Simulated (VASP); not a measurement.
Set up this calculation in VASP 6.6.1, as the native input.

```yaml
Task: single point
Functional: PBE
Potentials_or_basis: VASP PAW PBE potentials, release 64 (Ti_sv)
Cutoff: 520 eV
k_mesh: 1 × 1 × 14
Occupations: gaussian, width 0.05 eV
Spin: collinear spin, ferromagnetic start
Starting_moments: "[1.5, 1.5] μB"
Dipole_correction: no
Further_INCAR_settings: ALGO = Normal; EDIFF = 1e-07; NBANDS = 23
```

The structure of Ti lies in POSCAR:

```
Ti
1.0
   10.1000000000      0.0000000000      0.0000000000
    0.0000000000      9.3000000000      0.0000000000
    0.0000000000      0.0000000000      4.5673477907
Ti
2
Direct
    0.4434734184      0.5000000000      0.0000000000
    0.5565265816      0.5000000000      0.5000000000
```

One way to write it, as run:

INCAR

```
SYSTEM = Ti
PREC = Accurate
ENCUT = 520
EDIFF = 1E-7
ISMEAR = 0
SIGMA = 0.05
LREAL = .FALSE.
LASPH = .TRUE.
NELM = 150
ALGO = Normal
ISIF = 2
LWAVE = .FALSE.
LCHARG = .FALSE.
ISPIN = 2
MAGMOM = 1.5 1.5
LORBIT = 11
LMAXMIX = 4
GGA = PE
NBANDS = 23
```

KPOINTS

```
Automatic mesh
0
G
  1 1 14
  0 0 0
```

Potentials or basis: VASP PAW PBE potentials, release 64 (Ti_sv).

Run with:

```console
$ cat potpaw_PBE.64/Ti_sv/POTCAR > POTCAR
$ mpirun -np 1 vasp_std > vasp.out
```

It gave:

```json
{"Largest force": "0.135 eV/Å", "Net moment": "3.18 μB per cell", "Site moments": "Ti +1.13 μB", "Valence electrons inside the program's atomic spheres": "Ti 10.23"}
```

Wall time 2.5 min on 1 thread of Intel(R) Xeon(R) 6975P-C (Granite Rapids), on a shared host, peak memory 0.63 GiB.
